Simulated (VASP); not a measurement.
Input of a VASP 6.6.1 run:

Contents of INCAR:

```
SYSTEM = BN
PREC = Accurate
ENCUT = 520
EDIFF = 1E-6
ISMEAR = 0
SIGMA = 0.02
LREAL = .False.
LASPH = .True.
NELM = 80
ALGO = Normal
ISIF = 2
LWAVE = .False.
LCHARG = .False.
GGA = PE
NBANDS = 11
```

Contents of KPOINTS:

```
Automatic mesh
0
Gamma
  12 12 12
  0 0 0
```

POSCAR

```
BN
1.0
    0.0000000000      1.7367445295      1.7367445295
    1.7367445295      0.0000000000      1.7367445295
    1.7367445295      1.7367445295      0.0000000000
B N
1 1
Direct
    0.0000000000      0.0000000000      0.0000000000
    0.7500000000      0.7500000000      0.7500000000
```

Potentials or basis: VASP PAW PBE potentials, release 64 (B, N).

Command:

```sh
$ cat potpaw_PBE.64/B/POTCAR potpaw_PBE.64/N/POTCAR > POTCAR
$ mpirun -np 1 vasp_std > vasp.out
```

**Question.** What does it give for the pressure?

**Answer.** 60.6 GPa.

**Question.** Predict the band gap on the k mesh.

**Answer.** 4.58 eV, indirect (least direct gap 9.39 eV).

 A k mesh can miss the band edges.
